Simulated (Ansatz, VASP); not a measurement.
# Two plane-wave programs on Lu

```
Lu
1.0
    -2.36426    2.36426    1.36252
     2.36426   -2.36426    1.36252
     2.36426    2.36426   -1.36252
Lu
2
Direct
  0.62500 0.87500 0.75000
  0.37500 0.12500 0.25000
```

Change from the starting cell: volume scaled by 0.5, PAW files.

Alike in both runs: task single point; functional PBE; k mesh 15 × 15 × 15; occupations fermi-dirac, width 0.05 eV; no spin polarisation.

```csv
,VASP,Ansatz
version,VASP 6.6.1,Ansatz 0.2.0
potentials or method,"VASP PAW PBE potentials, release 64 (Lu)","PAW with Ansatz's default frozen-core files, scalar-relativistic"
plane-wave cutoff (eV),520,420
valence electrons in the cell,50,50
```

Ansatz gave:

| Property | Result |
| --- | --- |
| pressure (GPa) | 85.5 |
| traceless stress, the component that is largest in VASP (GPa) | -0.29 |

Which values does VASP return?

Pressure (GPa): 88.7; traceless stress, the component that is largest in VASP (GPa): -1.68.

Both programs put the cell under a high pressure, so it lies far from rest at this level. The functional is the same, so the differences come from potentials, cutoffs and numerics.

Neither program's run includes spin-orbit coupling. Noted on VASP's run: the cell as given lies far from equilibrium.
